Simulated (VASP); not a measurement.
# Sb (Pmma) in VASP: relaxation of shape and atoms at fixed volume with PBE

Aim: the relaxation of shape and atoms at fixed volume of Sb with PBE.

All numbers are computed with VASP 6.6.1; they aren't measurements. Logs are shortened: lines on timing, memory, paths and dates and some standing lists are left out, and cuts for length are marked.

### Step 1. The cell of the first run

It takes space group Pmma (No. 51, orthorhombic). Conventional cell: a = 12.261 Å, b = 4.296 Å, c = 4.296 Å, α = 90.00°, β = 90.00°, γ = 90.00°. Sb (site symmetry m) has 6 Sb at 2.84 to 3.29 Å within 3.7 Å. Sb (site symmetry m) has 6 Sb at 2.84 to 3.29 Å within 3.7 Å.

### Step 2. Relaxation of shape and atoms at fixed volume, PBE (28.29 Å³/atom)

The input, INCAR:

```
SYSTEM = Sb
ALGO     = Normal         ! electronic algorithm
EDIFF    = 1E-6           ! SCF threshold, eV
EDIFFG   = -0.01          ! ionic threshold
ENCUT    = 600            ! plane-wave cutoff, eV
GGA      = PE             ! functional
IBRION   = 2              ! ionic algorithm
ISIF     = 4              ! what is computed and relaxed
ISMEAR   = 0              ! smearing method
LASPH    = .TRUE.         ! aspherical terms in the spheres
LCHARG   = .FALSE.        ! write CHGCAR
LREAL    = .FALSE.        ! projectors in reciprocal space
LWAVE    = .FALSE.        ! write WAVECAR
NELM     = 80             ! most SCF steps
NSW      = 50             ! ionic steps
PREC     = Accurate       ! precision mode
SIGMA    = 0.1            ! smearing width, eV
```

The input, KPOINTS:

```
k-points
0
G
  4 8 8
  0 0 0
```

The input, POSCAR:

```
Sb
1.0
   12.2612202074      0.0000000000      0.0000000000
    0.0000000000      4.2958524384      0.0000000000
    0.0000000000      0.0000000000      4.2959994540
Sb
8
Direct
    0.8658215882      0.0000000000     -0.0023651419
    0.1158051905      0.5000000000      0.5007062393
    0.3658215882      0.0000000000      1.0023651419
    0.6158051905      0.5000000000      0.4992937607
    0.8841948095      0.5000000000      0.4992937607
    0.1341784118      0.0000000000      1.0023651419
    0.3841948095      0.5000000000      0.5007062393
    0.6341784118      0.0000000000     -0.0023651419
```

Potentials or basis: VASP PAW PBE potentials, release 64 (Sb).

Command:

```sh
$ cat potpaw_PBE.64/Sb/POTCAR > POTCAR
$ mpirun -np 1 vasp_std > vasp.out
```

OUTCAR:

```text
SYSTEM = Sb
   EDIFF = 1E-6
   EDIFFG = -0.01
   ENCUT = 600
   GGA = PE
   IBRION = 2
   ISIF = 4
   ISMEAR = 0
   LASPH = .TRUE.
   LREAL = .FALSE.
   NELM = 80
   NSW = 50
   PREC = Accurate

 ion  position               nearest neighbor table
   1  0.866  0.000  0.998-   8 2.84   5 3.04   5 3.04   5 3.05   5 3.05   6 3.29
   2  0.116  0.500  0.501-   5 2.84   6 3.04   6 3.04   6 3.05   6 3.05   7 3.29
   3  0.366  0.000  0.002-   6 2.84   7 3.04   7 3.04   7 3.05   7 3.05   8 3.29
   4  0.616  0.500  0.499-   7 2.84   8 3.04   8 3.04   8 3.05   8 3.05   5 3.29
   5  0.884  0.500  0.499-   2 2.84   1 3.04   1 3.04   1 3.05   1 3.05   4 3.29
   6  0.134  0.000  0.002-   3 2.84   2 3.04   2 3.04   2 3.05   2 3.05   1 3.29
   7  0.384  0.500  0.501-   4 2.84   3 3.04   3 3.04   3 3.05   3 3.05   2 3.29
   8  0.634  0.000  0.998-   1 2.84   4 3.04   4 3.04   4 3.05   4 3.05   3 3.29

  LATTYP: Found a simple orthorhombic cell.
 ALAT       =     4.2958524384
 B/A-ratio  =     1.0000342227
 C/A-ratio  =     2.8541995758

  Lattice vectors:

 A1 = (   0.0000000000,   4.2958524384,   0.0000000000)
 A2 = (   0.0000000000,   0.0000000000,   4.2959994540)
 A3 = (  12.2612202074,   0.0000000000,   0.0000000000)

Analysis of symmetry for initial positions (statically):
=====================================================================
 Subroutine PRICEL returns:
 Original cell was already a primitive cell.

 Routine SETGRP: Setting up the symmetry group for a
 simple orthorhombic supercell.

 Subroutine GETGRP returns: Found  8 space group operations
 (whereof  4 operations were pure point group operations)
 out of a pool of  8 trial point group operations.

The static configuration has the point symmetry C_2h.
 The point group associated with its full space group is D_2h.

Analysis of symmetry for dynamics (positions and initial velocities):
=====================================================================
 Subroutine PRICEL returns:
 Original cell was already a primitive cell.

 Routine SETGRP: Setting up the symmetry group for a
 simple orthorhombic supercell.

 Subroutine GETGRP returns: Found  8 space group operations
 (whereof  4 operations were pure point group operations)
 out of a pool of  8 trial point group operations.

The dynamic configuration has the point symmetry C_2h.
 The point group associated with its full space group is D_2h.

 Subroutine INISYM returns: Found  8 space group operations
 (whereof  4 operations are pure point group operations),
 and found     1 'primitive' translations

----------------------------------------------------------------------------------------

                                     Primitive cell

  volume of cell :     226.2806

  direct lattice vectors                    reciprocal lattice vectors
    12.261220207  0.000000000  0.000000000     0.081557951  0.000000000  0.000000000
     0.000000000  4.295852438  0.000000000     0.000000000  0.232782670  0.000000000
     0.000000000  0.000000000  4.295999454     0.000000000  0.000000000  0.232774704

  length of vectors
    12.261220207  4.295852438  4.295999454     0.081557951  0.232782670  0.232774704

  position of ions in fractional coordinates (direct lattice)
     0.865821588  0.000000000  0.997634858
     0.115805190  0.500000000  0.500706239
     0.365821588  0.000000000  0.002365142
     0.615805190  0.500000000  0.499293761
     0.884194810  0.500000000  0.499293761
     0.134178412  0.000000000  0.002365142
     0.384194810  0.500000000  0.500706239
     0.634178412  0.000000000  0.997634858

  ion indices of the primitive-cell ions
   primitive index   ion index
                 1           1
                 2           2
                 3           3
                 4           4
                 5           5
                 6           6
                 7           7
                 8           8

----------------------------------------------------------------------------------------

 KPOINTS: k-points

Automatic generation of k-mesh.
 Grid dimensions read from file:
 generate k-points for:    4    8    8

 Generating k-lattice:

  Cartesian coordinates                     Fractional coordinates (reciprocal lattice)
     0.020389488  0.000000000  0.000000000     0.250000000  0.000000000  0.000000000
     0.000000000  0.029097834  0.000000000     0.000000000  0.125000000  0.000000000
     0.000000000  0.000000000  0.029096838     0.000000000  0.000000000  0.125000000

  Length of vectors
     0.020389488  0.029097834  0.029096838

  Shift w.r.t. Gamma in fractional coordinates (k-lattice)
     0.000000000  0.000000000  0.000000000

 Subroutine IBZKPT returns following result:
 ===========================================

 Found     75 irreducible k-points:

 Following reciprocal coordinates:
            Coordinates               Weight
  0.000000  0.000000  0.000000      1.000000
  0.250000  0.000000  0.000000      2.000000
  0.500000  0.000000  0.000000      1.000000
  0.000000  0.125000  0.000000      2.000000
  0.250000  0.125000  0.000000      4.000000
  0.500000  0.125000  0.000000      2.000000
[... 16 lines left out ...]
  0.250000  0.250000  0.125000      8.000000
  0.500000  0.250000  0.125000      4.000000
 [... further k-points ...]
   k-points           NKPTS =     75   k-points in BZ     NKDIM =     75   number of bands    NBANDS=     25
   number of dos      NEDOS =    301   number of ions     NIONS =      8
   total plane-waves  NPLWV = 127008
   dimension x,y,z NGX =    98 NGY =   36 NGZ =   36
   dimension x,y,z NGXF=   196 NGYF=   72 NGZF=   72
   ions per type =               8
   NGX,Y,Z   is equivalent  to a cutoff of  13.29, 13.93, 13.93 a.u.
   NGXF,Y,Z  is equivalent  to a cutoff of  26.58, 27.86, 27.86 a.u.
 SYSTEM =  Sb
   PREC   = accura    normal or accurate (medium, high low for compatibility)
   ISTART =      0    job   : 0-new  1-cont  2-samecut
   ICHARG =      2    charge: 1-file 2-atom 10-const
   ISPIN  =      1    spin polarized calculation?
   LNONCOLLINEAR =      F non collinear calculations
   LSORBIT =      F    spin-orbit coupling
   LASPH  =      T    aspherical Exc in radial PAW
   ENCUT  =  600.0 eV  44.10 Ry    6.64 a.u.  24.49  8.58  8.58*2*pi/ulx,y,z
   NELM   =     80;   NELMIN=  2; NELMDL= -5     # of ELM steps
   EDIFF  = 0.1E-05   stopping-criterion for ELM
   LREAL  =      F    real-space projection
   EDIFFG = -.1E-01   stopping-criterion for IOM
   NSW    =     50    number of steps for IOM
   IBRION =      2    ionic relax: 0-MD 1-quasi-New 2-CG
   NFREE  =      1    steps in history (QN), initial steepest desc. (CG)
   ISIF   =      4    stress and relaxation
   ISYM   =      2    0-nonsym 1-usesym 2-fastsym
   POTIM  = 0.5000    time-step for ionic-motion
   TEBEG  =    0.0;   TEEND  =   0.0 temperature during run
   PSTRESS=    0.0 pullay stress
   NELECT =      40.0000    total number of electrons
   NUPDOWN=      -1.0000    fix difference up-down
   EMIN   =  10.00;   EMAX   =-10.00  energy-range for DOS
   EFERMI =   0.00;   METHOD = LEGACY
   ISMEAR =     0;   SIGMA  =   0.10  broadening in eV -4-tet -1-fermi 0-gaus
   EFERMI_NEDOS =   21; number of points for ismear=-14 and -15
   IALGO  =     38    algorithm
   IMIX   =      4    mixing-type and parameters
     AMIX     =   0.40;   BMIX     =  1.00
     AMIX_MAG =   1.60;   BMIX_MAG =  1.00
  volume/ion in A,a.u.               =      28.29       190.88
  Fermi-wavevector in a.u.,A,eV,Ry     =   0.918782  1.736246 11.485495  0.844160
  Thomas-Fermi vector in A             =   2.043902
   LORBIT       =      0    0 simple, 1 ext, 2 COOP (PROOUT), +10 PAW based schemes
   GGA     = PE    functional components
   LHFCALC =     F    Hartree Fock is set to
   AEXX    =    0.0000 exact exchange contribution
   IVDW    =     0    specifies the selected vdW correction
   LEPSILON=     F    determine dielectric tensor
   LRPA    =     F    only Hartree local field effects (RPA)
 conjugate gradient relaxation of ions
 non-spin polarized calculation
 Gauss-broadening in eV      SIGMA  =   0.10
  energy-cutoff  :      600.00
  volume of cell :      226.28
 maximum number of plane-waves:      7588
 NGX is ok and might be reduce to    98
   NGX = 49   NGY = 17   NGZ = 17

--------------------------------------- Ionic step        1  -------------------------------------------

 number of electron      40.0000002 magnetization

 Free energy of the ion-electron system (eV)
  ---------------------------------------------------
  ext. energy  EPLUGINS =         0.00000000
  ---------------------------------------------------
  free energy    TOTEN  =       -32.63322095 eV

  energy without entropy =      -32.62723421  energy(sigma->0) =      -32.63022758

------------------------ aborting loop because EDIFF is reached ----------------------------------------

  FORCE on cell =-STRESS in cart. coord.  units (eV):
  Direction    XX          YY          ZZ          XY          YZ          ZX
  --------------------------------------------------------------------------------------
  -------------------------------------------------------------------------------------
  Total        7.3318412      7.3999737      7.3998489      0.0000000      0.0000000      0.0000000
  in kB       51.9130287     52.3954404     52.3945564      0.0000000      0.0000000      0.0000000
  external PRESSURE =      52.2343418 kB  Pullay stress =       0.0000000 kB
[... 153 lines left out ...]
  energy  without entropy=      -32.6378810274  energy(sigma->0) =      -32.64094925

--------------------------------------- Ionic step        5  -------------------------------------------

 number of electron      40.0000003 magnetization

 Free energy of the ion-electron system (eV)
  ---------------------------------------------------
  ext. energy  EPLUGINS =         0.00000000
  ---------------------------------------------------
  free energy    TOTEN  =       -32.64680862 eV

  energy without entropy =      -32.64036161  energy(sigma->0) =      -32.64358512

 E-fermi :   7.8442     XC(G=0):  -9.8429

 val. band max:        7.8242114340   @ k =   0.5000   0.0000   0.3750
 cond. band min:       7.9098812389   @ k =   0.2500   0.2500   0.2500
 fundamental gap:      0.0856698049
 Fermi energy:         7.8442228927

 k-point     1 :       0.0000    0.0000    0.0000
  band No.  band energies     occupation
      1      -5.0129      2.00000
      2      -4.0835      2.00000
      3      -4.0829      2.00000
      4      -2.3491      2.00000
      5       0.0935      2.00000
      6       1.4112      2.00000
[... 661 lines left out ...]
     24       9.1716      0.00000
     25       9.5618      0.00000

 [... further k-points ...]

------------------------ aborting loop because EDIFF is reached ----------------------------------------

  FORCE on cell =-STRESS in cart. coord.  units (eV):
  Direction    XX          YY          ZZ          XY          YZ          ZX
  --------------------------------------------------------------------------------------
  -------------------------------------------------------------------------------------
  Total        6.6674457      6.6775032      6.6762481      0.0000000      0.0000000      0.0000000
  in kB       47.2087828     47.2799949     47.2711081      0.0000000      0.0000000      0.0000000
  external PRESSURE =      47.2532953 kB  Pullay stress =       0.0000000 kB
[... 23 lines left out ...]
  FREE ENERGIE OF THE ION-ELECTRON SYSTEM (eV)
  ---------------------------------------------------
  free  energy   TOTEN  =       -32.6468086227 eV

  energy  without entropy=      -32.6403616090  energy(sigma->0) =      -32.64358512

 reached required accuracy - stopping structural energy minimisation
```

It took 13 min on 1 thread of AMD EPYC 9R45 (Zen 5), shared host; peak memory 0.59 GiB.

Results:

```yaml
Free_energy: -32.6468 eV
Energy_gained_by_relaxing: 1.7 meV/atom
Ionic_steps: 5
Pressure_after_relaxing: 4.7 GPa
Largest_force_after_relaxing: 0.004 eV/Å
Band_gap_on_the_k_mesh: zero (bands 20 and 21 overlap by 0.41 eV)
```

Forces on the atoms (eV/Å):
```
Sb   0.000  0.000  0.004
Sb  -0.002  0.000  0.001
Sb   0.000  0.000 -0.004
Sb  -0.002  0.000 -0.001
Sb   0.002  0.000 -0.001
Sb   0.000  0.000 -0.004
Sb   0.002  0.000  0.001
Sb   0.000  0.000  0.004
```

The path:
| step | energy change (eV) | largest force (eV/Å) | pressure (GPa) | volume (Å³) |
| --- | --- | --- | --- | --- |
| 1 | 0.0000 | 0.1517 | 5.22 | 226.28 |
| 2 | -0.0070 | 0.0905 | 5.06 | 226.28 |
| 3 | -0.0120 | 0.0068 | 4.77 | 226.28 |
| 4 | -0.0108 | 0.0050 | 4.68 | 226.28 |
| 5 | -0.0136 | 0.0041 | 4.73 | 226.28 |

Final structure:
```
Sb
1.0
    12.21762    0.00000    0.00000
     0.00000    4.30352    0.00000
     0.00000    0.00000    4.30364
Sb
8
Direct
  0.86773 0.00000 0.99803
  0.11774 0.50000 0.50108
  0.36773 0.00000 0.00197
  0.61774 0.50000 0.49892
  0.88226 0.50000 0.49892
  0.13227 0.00000 0.00197
  0.38226 0.50000 0.50108
  0.63227 0.00000 0.99803
```

Caveat: spin-orbit coupling is left out, which moves the levels of the heavy elements.

The gap in the log of VASP goes by the Fermi energy; the results here count the filled bands.